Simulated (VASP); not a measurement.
A run of VASP 6.6.1 is set up as follows.

The input INCAR:

```
SYSTEM = InSb3
PREC = Accurate ; ENCUT = 520
EDIFF = 1E-6 ; ISMEAR = -1
SIGMA = 0.05 ; LREAL = .False.
LASPH = .True. ; NELM = 100
ALGO = Normal ; ISIF = 2
LWAVE = .False. ; LCHARG = .True.
GGA = PS ; LELF = .True.
LVHAR = .True. ; NBANDS = 22
```

The input KPOINTS:

```
Automatic mesh
0
Gamma
  6 6 6
  0 0 0
```

Contents of POSCAR:

```
InSb3
1.0
    4.8063670000      0.0000000000      0.0000000000
    0.0000000000      4.8063670000      0.0000000000
    0.0000000000      0.0000000000      4.8063670000
Sb In
3 1
Direct
    0.5000000000      0.5000000000      0.0000000000
    0.0000000000      0.5000000000      0.5000000000
    0.5000000000      0.0000000000      0.5000000000
    0.0000000000      0.0000000000      0.0000000000
```

Potentials or basis: VASP PAW PBE potentials, release 64 (Sb, In_d).

Command:

```bash
$ cat potpaw_PBE.64/Sb/POTCAR potpaw_PBE.64/In_d/POTCAR > POTCAR
$ mpirun -np 1 vasp_std > vasp.out
```

**Question.** Estimate the band gap on the k mesh.

**Answer.** Zero (bands 14 and 15 overlap by 4.61 eV).

**Question.** Estimate the pressure.

**Answer.** -2.7 GPa.

Caveat: the PAW data sets were made with another functional, which shifts forces and pressure a little; spin-orbit coupling is left out, which moves the levels of the heavy elements.
